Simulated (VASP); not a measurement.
# HfC (rocksalt type) (Fm-3m) in VASP: a series of runs

Runs on HfC (rocksalt type). Level: PBE. Tasks: single point.

Program: VASP 6.6.1. These are calculated values, not measurements. Logs are shortened: lines on timing, memory, paths and dates and some standing lists are left out, and cuts for length are marked.

### Step 1. The cell of the first run

The structure is cubic, space group Fm-3m (No. 225). The conventional cell has a = 4.651 Å, b = 4.651 Å, c = 4.651 Å, α = 90.00°, β = 90.00°, γ = 90.00°. Hf (site symmetry m-3m) has 6 C at 2.33 Å within 3.1 Å. Within 3.1 Å of C (site symmetry m-3m) lie 6 Hf at 2.33 Å.

### Step 2. Single point, PBE

INCAR

```
PREC = Accurate ; ENCUT = 520
EDIFF = 1E-6 ; ISMEAR = -1
SIGMA = 0.1 ; LREAL = F
LASPH = T ; NELM = 100
ALGO = Normal ; ISIF = 2
LWAVE = F ; LCHARG = F
GGA = PE ; NBANDS = 14
```

KPOINTS

```
Automatic mesh
0
Gamma
  15 15 15
```

POSCAR

```
HfC
1.0
    0.0000000000      2.3255893590      2.3255893590
    2.3255893590      0.0000000000      2.3255893590
    2.3255893590      2.3255893590      0.0000000000
Hf C
1 1
Direct
    0.0000000000      0.0000000000      0.0000000000
    0.5000000000      0.5000000000      0.5000000000
```

Potentials or basis: VASP PAW PBE potentials, release 64 (Hf_pv, C).

Launch:

```sh
$ cat potpaw_PBE.64/Hf_pv/POTCAR potpaw_PBE.64/C/POTCAR > POTCAR
$ mpirun -np 1 vasp_std > vasp.out
```

OUTCAR:

```text
PREC = Accurate
   ENCUT = 520
   EDIFF = 1E-6
   ISMEAR = -1
   LREAL = F
   LASPH = T
   NELM = 100
   ISIF = 2
   GGA = PE

 ion  position               nearest neighbor table
   1  0.000  0.000  0.000-   2 2.33   2 2.33   2 2.33   2 2.33   2 2.33   2 2.33
   2  0.500  0.500  0.500-   1 2.33   1 2.33   1 2.33   1 2.33   1 2.33   1 2.33

  LATTYP: Found a face centered cubic cell.
 ALAT       =     4.6511787180

  Lattice vectors:

 A1 = (   0.0000000000,   2.3255893590,   2.3255893590)
 A2 = (   2.3255893590,   0.0000000000,   2.3255893590)
 A3 = (   2.3255893590,   2.3255893590,   0.0000000000)

Analysis of symmetry for initial positions (statically):
=====================================================================
 Subroutine PRICEL returns:
 Original cell was already a primitive cell.

 Routine SETGRP: Setting up the symmetry group for a
 face centered cubic supercell.

 Subroutine GETGRP returns: Found 48 space group operations
 (whereof 48 operations were pure point group operations)
 out of a pool of 48 trial point group operations.

The static configuration has the point symmetry O_h .

Analysis of symmetry for dynamics (positions and initial velocities):
=====================================================================
 Subroutine PRICEL returns:
 Original cell was already a primitive cell.

 Routine SETGRP: Setting up the symmetry group for a
 face centered cubic supercell.

 Subroutine GETGRP returns: Found 48 space group operations
 (whereof 48 operations were pure point group operations)
 out of a pool of 48 trial point group operations.

The dynamic configuration has the point symmetry O_h .

 Subroutine INISYM returns: Found 48 space group operations
 (whereof 48 operations are pure point group operations),
 and found     1 'primitive' translations

----------------------------------------------------------------------------------------

                                     Primitive cell

  volume of cell :      25.1553

  direct lattice vectors                    reciprocal lattice vectors
     0.000000000  2.325589359  2.325589359    -0.214999264  0.214999264  0.214999264
     2.325589359  0.000000000  2.325589359     0.214999264 -0.214999264  0.214999264
     2.325589359  2.325589359  0.000000000     0.214999264  0.214999264 -0.214999264

  length of vectors
     3.288880012  3.288880012  3.288880012     0.372389648  0.372389648  0.372389648

  position of ions in fractional coordinates (direct lattice)
     0.000000000  0.000000000  0.000000000
     0.500000000  0.500000000  0.500000000

[... 81 lines left out ...]
   NFREE  =      0    steps in history (QN), initial steepest desc. (CG)
   ISIF   =      2    stress and relaxation
   ISYM   =      2    0-nonsym 1-usesym 2-fastsym
   POTIM  = 0.5000    time-step for ionic-motion
   TEBEG  =    0.0;   TEEND  =   0.0 temperature during run
   PSTRESS=    0.0 pullay stress
   NELECT =      14.0000    total number of electrons
   NUPDOWN=      -1.0000    fix difference up-down
   EMIN   =  10.00;   EMAX   =-10.00  energy-range for DOS
   EFERMI =   0.00;   METHOD = LEGACY
   ISMEAR =    -1;   SIGMA  =   0.10  broadening in eV -4-tet -1-fermi 0-gaus
   EFERMI_NEDOS =   21; number of points for ismear=-14 and -15
   IALGO  =     38    algorithm
   IMIX   =      4    mixing-type and parameters
     AMIX     =   0.40;   BMIX     =  1.00
     AMIX_MAG =   1.60;   BMIX_MAG =  1.00
  volume/ion in A,a.u.               =      12.58        84.88
  Fermi-wavevector in a.u.,A,eV,Ry     =   1.346608  2.544720 24.672162  1.813353
  Thomas-Fermi vector in A             =   2.474426
   LORBIT       =      0    0 simple, 1 ext, 2 COOP (PROOUT), +10 PAW based schemes
   GGA     = PE    functional components
   LHFCALC =     F    Hartree Fock is set to
   AEXX    =    0.0000 exact exchange contribution
   IVDW    =     0    specifies the selected vdW correction
   LEPSILON=     F    determine dielectric tensor
   LRPA    =     F    only Hartree local field effects (RPA)
 non-spin polarized calculation
  energy-cutoff  :      520.00
  volume of cell :       25.16
 maximum number of plane-waves:       690
   NGX = 13   NGY = 13   NGZ = 13

 number of electron      14.0000000 magnetization

 Free energy of the ion-electron system (eV)
  ---------------------------------------------------
  ext. energy  EPLUGINS =         0.00000000
  ---------------------------------------------------
  free energy    TOTEN  =       -21.05017415 eV

  energy without entropy =      -21.04033359  energy(sigma->0) =      -21.04525387

 E-fermi :   5.9286     XC(G=0): -12.2816

 val. band max:        5.9257495053   @ k =   0.2000   0.2000   0.0000
 cond. band min:       5.9412211955   @ k =   0.4667   0.4000   0.0000
 fundamental gap:      0.0154716902
 Fermi energy:         5.9285844441

 k-point     1 :       0.0000    0.0000    0.0000
  band No.  band energies     occupation
      1     -23.6274      2.00000
      2     -23.6274      2.00000
      3     -23.6274      2.00000
      4      -6.3588      2.00000
      5       6.9455      0.00008
      6       6.9455      0.00008
      7       6.9455      0.00008
      8       7.3390      0.00000
      9       7.3390      0.00000
     10       7.3390      0.00000
     11       9.3361      0.00000
     12       9.3361      0.00000
     13      12.7658      0.00000
     14      16.9461      0.00000
[... 377 lines left out ...]
      1     -23.8181      2.00000
      2     -23.6848      2.00000
      3     -23.6777      2.00000
      4      -5.4611      2.00000
      5       3.4809      2.00000
      6       5.2499      1.99774
      7       5.5137      1.96893
      8       6.7110      0.00080
      9       9.4331      0.00000
     10       9.7325      0.00000
     11      10.4876      0.00000
     12      12.1768      0.00000
     13      15.4080      0.00000
     14      19.4017      0.00000

 [... further k-points ...]
[... 5 lines left out ...]
  --------------------------------------------------------------------------------------
  -------------------------------------------------------------------------------------
  Total       -0.0994497     -0.0994497     -0.0994497      0.0000000     -0.0000000     -0.0000000
  in kB       -6.3340989     -6.3340989     -6.3340989      0.0000000     -0.0000000     -0.0000000
  external PRESSURE =      -6.3340989 kB  Pullay stress =       0.0000000 kB

 VOLUME and BASIS-vectors are now :
 -----------------------------------------------------------------------------
  energy-cutoff  :      520.00
  volume of cell :       25.16
      direct lattice vectors                 reciprocal lattice vectors
     0.000000000  2.325589359  2.325589359    -0.214999264  0.214999264  0.214999264
     2.325589359  0.000000000  2.325589359     0.214999264 -0.214999264  0.214999264
     2.325589359  2.325589359  0.000000000     0.214999264  0.214999264 -0.214999264

 POSITION                                       TOTAL-FORCE (eV/Angst)
 -----------------------------------------------------------------------------------
      0.00000      0.00000      0.00000         0.000000      0.000000     -0.000000
      2.32559      2.32559      2.32559         0.000000      0.000000      0.000000
 -----------------------------------------------------------------------------------
    total drift:                                0.000000     -0.000000     -0.000000

  FREE ENERGIE OF THE ION-ELECTRON SYSTEM (eV)
  ---------------------------------------------------
  free  energy   TOTEN  =       -21.0501741474 eV

  energy  without entropy=      -21.0403335910  energy(sigma->0) =      -21.04525387
```

Wall time 14 s (1 thread of Intel Xeon Platinum 8488C (Sapphire Rapids), shared host); peak memory 0.17 GiB.

Results:

| Property | Result |
| --- | --- |
| Free energy | -21.0502 eV |
| Pressure | -0.6 GPa |
| Band gap on the k mesh | zero (band 7 reaches 6.95 eV, above the bottom of band 8 at 5.52 eV) |

Levels at points of the mesh, in eV from the Fermi level:
| k point | band 3 | band 4 | band 5 | band 6 | band 7 | band 8 | band 9 | band 10 | band 11 | band 12 |
| --- | --- | --- | --- | --- | --- | --- | --- | --- | --- | --- |
| (0.00, 0.00, 0.00) | -29.56 | -12.29 | 1.02 | 1.02 | 1.02 | 1.41 | 1.41 | 1.41 | 3.41 | 3.41 |

Caveat: spin-orbit coupling is left out, which moves the levels of the heavy elements.

### Step 3. Single point, PBE

INCAR

```
SYSTEM = HfC
ALGO = Normal
EDIFF = 1E-6
ENCUT = 520
GGA = PE
ISIF = 2
ISMEAR = -1
LASPH = .TRUE.
LCHARG = .FALSE.
LREAL = .FALSE.
LWAVE = .FALSE.
NBANDS = 14
NELM = 100
PREC = Accurate
SIGMA = 0.1
```

KPOINTS

```
k-points
0
G
  15 15 15
  0 0 0
```

POSCAR

```
HfC
1.0
    0.0000000000      2.3257571393      2.3257571393
    2.3257571393      0.0000000000      2.3257571393
    2.3257571393      2.3257571393      0.0000000000
Hf C
1 1
Direct
    0.0000000000      0.0000000000      0.0000000000
    0.5000000000      0.5000000000      0.5000000000
```

Potentials or basis: VASP PAW PBE potentials, release 64 (Hf_pv, C).

Launch:

```sh
$ cat potpaw_PBE.64/Hf_pv/POTCAR potpaw_PBE.64/C/POTCAR > POTCAR
$ mpirun -np 1 vasp_std > vasp.out
```

Wall time 14 s (1 thread of Intel Xeon Platinum 8488C (Sapphire Rapids), shared host); peak memory 0.17 GiB.

It converged, with:

```
Free energy            : -21.0502 eV
Pressure               : -0.7 GPa
Band gap on the k mesh : zero (band 7 reaches 6.94 eV, above the bottom of band 8 at 5.52 eV)
```

Levels at points of the mesh, in eV from the Fermi level:
```csv
k point,band 4,band 5,band 6,band 7,band 8,band 9,band 10,band 11
"(0.00, 0.00, 0.00)",-12.29,1.02,1.02,1.02,1.41,1.41,1.41,3.41
```

Caveat: spin-orbit coupling is left out, which moves the levels of the heavy elements.
